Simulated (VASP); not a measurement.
# Ir (P6/mmm) in VASP: a series of runs

Runs on Ir. Level: LDA. Tasks: relaxation of cell and atoms.

All numbers are computed with VASP 6.6.1; they aren't measurements. Logs are shortened: lines on timing, memory, paths and dates and some standing lists are left out, and cuts for length are marked.

## (1) The cell of the first run

Symmetry: P6/mmm, No. 191, hexagonal system. The conventional cell has a = 3.783 Å, b = 3.783 Å, c = 2.345 Å, α = 90.00°, β = 90.00°, γ = 120.00°. Ir (site symmetry 6/mmm) has 14 Ir at 2.35 to 2.48 Å within 3.1 Å. Ir (site symmetry -6m2) has 11 Ir at 2.18 to 2.48 Å within 2.9 Å.

This isn't the form of Ir at room conditions, which is fcc.

## (2) Relaxation of cell and atoms, LDA, target pressure 340 GPa, at which the enthalpy is minimised

INCAR reads:

```
PREC = Accurate
ENCUT = 600
EDIFF = 1E-7
ISMEAR = -1
SIGMA = 0.08
LREAL = False
LASPH = True
NELM = 100
ALGO = Normal
ISIF = 3
LWAVE = False
LCHARG = False
GGA = CA
IBRION = 2
NSW = 60
EDIFFG = -0.005
PSTRESS = 3400.0
```

KPOINTS reads:

```
Automatic mesh
0
Gamma
  10 10 13
```

POSCAR reads:

```
Ir
1.0
    3.7829505215      0.0000000000      0.0000000000
   -1.8914752607      3.2761312528      0.0000000000
    0.0000000000      0.0000000000      2.3454293233
Ir
3
Direct
    0.0000000000      0.0000000000      0.0000000000
    0.3333333333      0.6666666667      0.5000000000
    0.6666666667      0.3333333333      0.5000000000
```

Potentials or basis: VASP PAW LDA potentials, release 64 (Ir).

On the command line:

```console
cat potpaw_LDA.64/Ir/POTCAR > POTCAR
mpirun -np 1 vasp_std > vasp.out
```

OUTCAR:

```text
PREC = Accurate
   ENCUT = 600
   EDIFF = 1E-7
   ISMEAR = -1
   LREAL = False
   LASPH = True
   NELM = 100
   ISIF = 3
   GGA = CA
   IBRION = 2
   NSW = 60
   EDIFFG = -0.005
   PSTRESS = 3400.0

 ion  position               nearest neighbor table
   1  0.000  0.000  0.000-   2 2.48   3 2.48   2 2.48   3 2.48   2 2.48   2 2.48   3 2.48   3 2.48
                             3 2.48   3 2.48   2 2.48   2 2.48
   2  0.333  0.667  0.500-   3 2.18   3 2.18   3 2.18   1 2.48   1 2.48   1 2.48   1 2.48   1 2.48
                             1 2.48   3 3.20   3 3.20   3 3.20   3 3.20   3 3.20   3 3.20
   3  0.667  0.333  0.500-   2 2.18   2 2.18   2 2.18   1 2.48   1 2.48   1 2.48   1 2.48   1 2.48
                             1 2.48   2 3.20   2 3.20   2 3.20   2 3.20   2 3.20   2 3.20

  LATTYP: Found a hexagonal cell.
 ALAT       =     3.7829505215
 C/A-ratio  =     0.6200000000

  Lattice vectors:

 A1 = (   3.7829505215,   0.0000000000,   0.0000000000)
 A2 = (  -1.8914752607,   3.2761312528,   0.0000000000)
 A3 = (   0.0000000000,   0.0000000000,   2.3454293233)

Analysis of symmetry for initial positions (statically):
=====================================================================
 Subroutine PRICEL returns:
 Original cell was already a primitive cell.

 Routine SETGRP: Setting up the symmetry group for a
 hexagonal supercell.

 Subroutine GETGRP returns: Found 24 space group operations
 (whereof 24 operations were pure point group operations)
 out of a pool of 24 trial point group operations.

The static configuration has the point symmetry D_6h.

Analysis of symmetry for dynamics (positions and initial velocities):
=====================================================================
 Subroutine PRICEL returns:
 Original cell was already a primitive cell.

 Routine SETGRP: Setting up the symmetry group for a
 hexagonal supercell.

 Subroutine GETGRP returns: Found 24 space group operations
 (whereof 24 operations were pure point group operations)
 out of a pool of 24 trial point group operations.

The dynamic configuration has the point symmetry D_6h.

 Subroutine INISYM returns: Found 24 space group operations
 (whereof 24 operations are pure point group operations),
 and found     1 'primitive' translations

----------------------------------------------------------------------------------------

                                     Primitive cell

  volume of cell :      29.0679

  direct lattice vectors                    reciprocal lattice vectors
     3.782950522  0.000000000  0.000000000     0.264343928  0.152619038  0.000000000
    -1.891475261  3.276131253  0.000000000     0.000000000  0.305238076  0.000000000
     0.000000000  0.000000000  2.345429323     0.000000000  0.000000000  0.426361174

  length of vectors
     3.782950522  3.782950521  2.345429323     0.305238076  0.305238076  0.426361174

  position of ions in fractional coordinates (direct lattice)
     0.000000000  0.000000000  0.000000000
     0.333333333  0.666666667  0.500000000
     0.666666667  0.333333333  0.500000000

  ion indices of the primitive-cell ions
   primitive index   ion index
                 1           1
                 2           2
                 3           3

----------------------------------------------------------------------------------------

 KPOINTS: Automatic mesh

Automatic generation of k-mesh.
 Grid dimensions read from file:
 generate k-points for:   10   10   13

 Generating k-lattice:

  Cartesian coordinates                     Fractional coordinates (reciprocal lattice)
     0.026434393  0.015261904  0.000000000     0.100000000  0.000000000  0.000000000
     0.000000000  0.030523808  0.000000000     0.000000000  0.100000000  0.000000000
     0.000000000  0.000000000  0.032797013     0.000000000  0.000000000  0.076923077

  Length of vectors
     0.030523808  0.030523808  0.032797013

  Shift w.r.t. Gamma in fractional coordinates (k-lattice)
     0.000000000  0.000000000  0.000000000

 Subroutine IBZKPT returns following result:
 ===========================================

 Found     98 irreducible k-points:

 Following reciprocal coordinates:
            Coordinates               Weight
  0.000000  0.000000  0.000000      1.000000
  0.100000  0.000000  0.000000      6.000000
  0.200000  0.000000  0.000000      6.000000
  0.300000  0.000000  0.000000      6.000000
  0.400000  0.000000  0.000000      6.000000
  0.500000  0.000000  0.000000      3.000000
[... 16 lines left out ...]
  0.300000  0.100000  0.076923     24.000000
  0.400000  0.100000  0.076923     24.000000
 [... further k-points ...]
   k-points           NKPTS =     98   k-points in BZ     NKDIM =     98   number of bands    NBANDS=     17
   number of dos      NEDOS =    301   number of ions     NIONS =      3
   total plane-waves  NPLWV =  18000
   dimension x,y,z NGX =    30 NGY =   30 NGZ =   20
   dimension x,y,z NGXF=    60 NGYF=   60 NGZF=   40
   ions per type =               3
   NGX,Y,Z   is equivalent  to a cutoff of  13.18, 13.18, 14.18 a.u.
   NGXF,Y,Z  is equivalent  to a cutoff of  26.37, 26.37, 28.35 a.u.
 SYSTEM =  unknown system
   PREC   = accura    normal or accurate (medium, high low for compatibility)
   ISTART =      0    job   : 0-new  1-cont  2-samecut
   ICHARG =      2    charge: 1-file 2-atom 10-const
   ISPIN  =      1    spin polarized calculation?
   LNONCOLLINEAR =      F non collinear calculations
   LSORBIT =      F    spin-orbit coupling
   LASPH  =      T    aspherical Exc in radial PAW
   ENCUT  =  600.0 eV  44.10 Ry    6.64 a.u.   7.56  7.56  4.68*2*pi/ulx,y,z
   NELM   =    100;   NELMIN=  2; NELMDL= -5     # of ELM steps
   EDIFF  = 0.1E-06   stopping-criterion for ELM
   LREAL  =      F    real-space projection
   EDIFFG = -.5E-02   stopping-criterion for IOM
   NSW    =     60    number of steps for IOM
   IBRION =      2    ionic relax: 0-MD 1-quasi-New 2-CG
   NFREE  =      1    steps in history (QN), initial steepest desc. (CG)
   ISIF   =      3    stress and relaxation
   ISYM   =      2    0-nonsym 1-usesym 2-fastsym
   POTIM  = 0.5000    time-step for ionic-motion
   TEBEG  =    0.0;   TEEND  =   0.0 temperature during run
   PSTRESS= 3400.0 pullay stress
   NELECT =      27.0000    total number of electrons
   NUPDOWN=      -1.0000    fix difference up-down
   EMIN   =  10.00;   EMAX   =-10.00  energy-range for DOS
   EFERMI =   0.00;   METHOD = LEGACY
   ISMEAR =    -1;   SIGMA  =   0.08  broadening in eV -4-tet -1-fermi 0-gaus
   EFERMI_NEDOS =   21; number of points for ismear=-14 and -15
   IALGO  =     38    algorithm
   IMIX   =      4    mixing-type and parameters
     AMIX     =   0.40;   BMIX     =  1.00
     AMIX_MAG =   1.60;   BMIX_MAG =  1.00
  volume/ion in A,a.u.               =       9.69        65.39
  Fermi-wavevector in a.u.,A,eV,Ry     =   1.597318  3.018493 34.714231  2.551424
  Thomas-Fermi vector in A             =   2.694943
   LORBIT       =      0    0 simple, 1 ext, 2 COOP (PROOUT), +10 PAW based schemes
   GGA     = CA    functional components
   LHFCALC =     F    Hartree Fock is set to
   AEXX    =    0.0000 exact exchange contribution
   IVDW    =     0    specifies the selected vdW correction
   LEPSILON=     F    determine dielectric tensor
   LRPA    =     F    only Hartree local field effects (RPA)
 conjugate gradient relaxation of ions
 non-spin polarized calculation
  energy-cutoff  :      600.00
  volume of cell :       29.07
 maximum number of plane-waves:       987
   NGX = 15   NGY = 15   NGZ =  9

--------------------------------------- Ionic step        1  -------------------------------------------

 number of electron      27.0000000 magnetization

 Free energy of the ion-electron system (eV)
  ---------------------------------------------------
  ext. energy  EPLUGINS =         0.00000000
  ---------------------------------------------------
  free energy    TOTEN  =       -18.46717941 eV

  energy without entropy =      -18.41117923  energy(sigma->0) =      -18.43917932

------------------------ aborting loop because EDIFF is reached ----------------------------------------

  FORCE on cell =-STRESS in cart. coord.  units (eV):
  Direction    XX          YY          ZZ          XY          YZ          ZX
  --------------------------------------------------------------------------------------
  -------------------------------------------------------------------------------------
  Total       71.8775900     71.8775900     63.2288037      0.0000000     -0.0000000      0.0000000
  in kB     3961.7747999   3961.7747997   3485.0678928      0.0000001     -0.0000000      0.0000000
  external PRESSURE =     402.8724974 kB  Pullay stress =    3400.0000000 kB
[... 100 lines left out ...]
  energy  without entropy=      -20.5863578235  energy(sigma->0) =      -20.61610122

  enthalpy is  TOTEN    =        43.1019497646 eV   P V=       63.7477943850

[... ionic steps 4 to 7 ...]

--------------------------------------- Ionic step        8  -------------------------------------------

 number of electron      27.0000001 magnetization

------------------------ aborting loop because EDIFF is reached ----------------------------------------
[... 73 lines left out ...]
--------------------------------------- Ionic step       10  -------------------------------------------

 number of electron      27.0000001 magnetization

 Free energy of the ion-electron system (eV)
  ---------------------------------------------------
  ext. energy  EPLUGINS =         0.00000000
  ---------------------------------------------------
  free energy    TOTEN  =       -19.98314585 eV

  energy without entropy =      -19.92402084  energy(sigma->0) =      -19.95358334

 E-fermi :  17.7886     XC(G=0): -16.2536

 val. band max:       17.7794980927   @ k =   0.3000   0.1000   0.2308
 cond. band min:      17.7893051892   @ k =   0.4000   0.0000   0.2308
 fundamental gap:      0.0098070966
 Fermi energy:        17.7886017611

 k-point     1 :       0.0000    0.0000    0.0000
  band No.  band energies     occupation
      1       2.5778      2.00000
      2       5.4095      2.00000
      3       9.4355      2.00000
      4      10.3181      2.00000
      5      10.3181      2.00000
      6      10.4226      2.00000
[... 457 lines left out ...]
      4       8.2090      2.00000
      5       8.6299      2.00000
      6       9.1406      2.00000
[... 9 lines left out ...]
     16      19.2324      0.00000
     17      19.5222      0.00000

 [... further k-points ...]

------------------------ aborting loop because EDIFF is reached ----------------------------------------

  FORCE on cell =-STRESS in cart. coord.  units (eV):
  Direction    XX          YY          ZZ          XY          YZ          ZX
  --------------------------------------------------------------------------------------
  -------------------------------------------------------------------------------------
  Total       63.0567923     63.0567923     63.0561259      0.0000000      0.0000000      0.0000000
  in kB     3400.1441350   3400.1441346   3400.1081977      0.0000001      0.0000000      0.0000000
  external PRESSURE =       0.1321557 kB  Pullay stress =    3400.0000000 kB
[... 22 lines left out ...]
  energy  without entropy=      -19.9240208383  energy(sigma->0) =      -19.95358334

  enthalpy is  TOTEN    =        43.0709734523 eV   P V=       63.0541193035

 reached required accuracy - stopping structural energy minimisation
```

It took 11 min on 1 thread of Intel Xeon 8259CL, shared host; peak memory 0.18 GiB.

What came out:

| Property | Result |
| --- | --- |
| Free energy | -19.9831 eV |
| Relaxed volume | 9.90 Å³/atom |
| Relaxed cell | a = 3.841 Å, b = 3.841 Å, c = 2.326 Å, α = 90.00°, β = 90.00°, γ = 120.00° |
| Space group after relaxing (to 0.1 Å) | P6/mmm (No. 191) |
| Energy change on relaxing (the run minimises the enthalpy) | -505.3 meV/atom |
| Ionic steps | 10 |
| Pressure after relaxing | 340.0 GPa |
| Band gap on the k mesh | zero (an odd number of electrons rules out a gap without spin polarisation) |

Step by step:
| step | energy change (eV) | largest force (eV/Å) | pressure (GPa) | volume (Å³) |
| --- | --- | --- | --- | --- |
| 1 | 0.0000 | 0.0000 | 380.29 | 29.07 |
| 2 | -10.4643 | 0.0000 | 34.98 | 40.35 |
| 3 | -2.1787 | 0.0000 | 322.30 | 30.04 |
| 4 | -1.7714 | 0.0000 | 333.29 | 29.84 |
| 5 | 0.1695 | 0.0000 | 376.21 | 29.14 |
| 6 | -1.5352 | 0.0000 | 339.52 | 29.72 |
| 7 | -1.5218 | 0.0000 | 339.86 | 29.72 |
| 8 | -1.5163 | 0.0000 | 340.00 | 29.71 |
| 9 | -1.5150 | 0.0000 | 340.06 | 29.71 |
| 10 | -1.5160 | 0.0000 | 340.01 | 29.71 |

Final structure:
```
Ir
1.0
     3.84101    0.00000    0.00000
    -1.92050    3.32641    0.00000
     0.00000    0.00000    2.32554
Ir
3
Direct
  0.00000 0.00000 0.00000
  0.33333 0.66667 0.50000
  0.66667 0.33333 0.50000
```

Caveat: the cell is relaxed towards a set pressure, so the run minimises the enthalpy, not the energy; spin-orbit coupling is left out, which moves the levels of the heavy elements.

## (3) Relaxation of cell and atoms, LDA, target pressure 340 GPa, at which the enthalpy is minimised

This run uses another cell than the first one, of 9.85 Å³/atom.

INCAR reads:

```
SYSTEM = Ir
PREC = Accurate ; ENCUT = 600
EDIFF = 1E-6 ; ISMEAR = -1
SIGMA = 0.08 ; LREAL = .FALSE.
LASPH = .TRUE. ; NELM = 80
ALGO = Normal ; ISIF = 3
LWAVE = .FALSE. ; LCHARG = .FALSE.
IBRION = 2 ; NSW = 32
EDIFFG = -0.005 ; PSTRESS = 3400.0
```

KPOINTS reads:

```
Automatic mesh
0
G
  10 10 13
  0 0 0
```

POSCAR reads:

```
Ir
1.0
    3.8349342154      0.0000000000      0.0000000000
   -1.9174671077      3.3211504524      0.0000000000
    0.0000000000      0.0000000000      2.3198351980
Ir
3
Direct
    0.0000000000      0.0000000000      0.0000000000
    0.3333333333      0.6666666667      0.5000000000
    0.6666666667      0.3333333333      0.5000000000
```

Potentials or basis: VASP PAW LDA potentials, release 64 (Ir).

On the command line:

```console
cat potpaw_LDA.64/Ir/POTCAR > POTCAR
mpirun -np 1 vasp_std > vasp.out
```

Run time: 4 min. Hardware: 1 thread of Intel Xeon 8259CL, shared host; peak memory 0.19 GiB.

It converged, with:

```yaml
Free_energy: -19.9837 eV
Relaxed_volume: 9.90 Å³/atom
Relaxed_cell: a = 3.841 Å, b = 3.841 Å, c = 2.326 Å, α = 90.00°, β = 90.00°, γ = 120.00°
Space_group_after_relaxing_to_0.1_Å: P6/mmm (No. 191)
Energy_change_on_relaxing_the_run_minimises_the_enthalpy: -119.7 meV/atom
Ionic_steps: 6
Pressure_after_relaxing: 340.0 GPa
Band_gap_on_the_k_mesh: zero (an odd number of electrons rules out a gap without spin polarisation)
```

The path:
| step | energy change (eV) | largest force (eV/Å) | pressure (GPa) | volume (Å³) |
| --- | --- | --- | --- | --- |
| 1 | 0.0000 | 0.0000 | 349.59 | 29.55 |
| 2 | -4.5739 | 0.0000 | 223.39 | 32.14 |
| 3 | -0.3760 | 0.0000 | 339.52 | 29.72 |
| 4 | -0.3596 | 0.0000 | 339.96 | 29.71 |
| 5 | -0.3566 | 0.0000 | 340.14 | 29.71 |
| 6 | -0.3591 | 0.0000 | 340.00 | 29.71 |

Final structure:
```
Ir
1.0
     3.84103    0.00000    0.00000
    -1.92051    3.32643    0.00000
     0.00000    0.00000    2.32554
Ir
3
Direct
  0.00000 0.00000 0.00000
  0.33333 0.66667 0.50000
  0.66667 0.33333 0.50000
```

Levels at points of the mesh, in eV from the Fermi level:
```
           k point  band 12  band 13  band 14  band 15  band 16  band 17
(0.00, 0.00, 0.00)    -3.57    -3.56    -3.56     2.47     2.47     9.14
(0.50, 0.00, 0.00)    -0.93    -0.64     0.37     0.59     0.65     0.77
```

Caveat: the cell is relaxed towards a set pressure, so the run minimises the enthalpy, not the energy; spin-orbit coupling is left out, which moves the levels of the heavy elements.
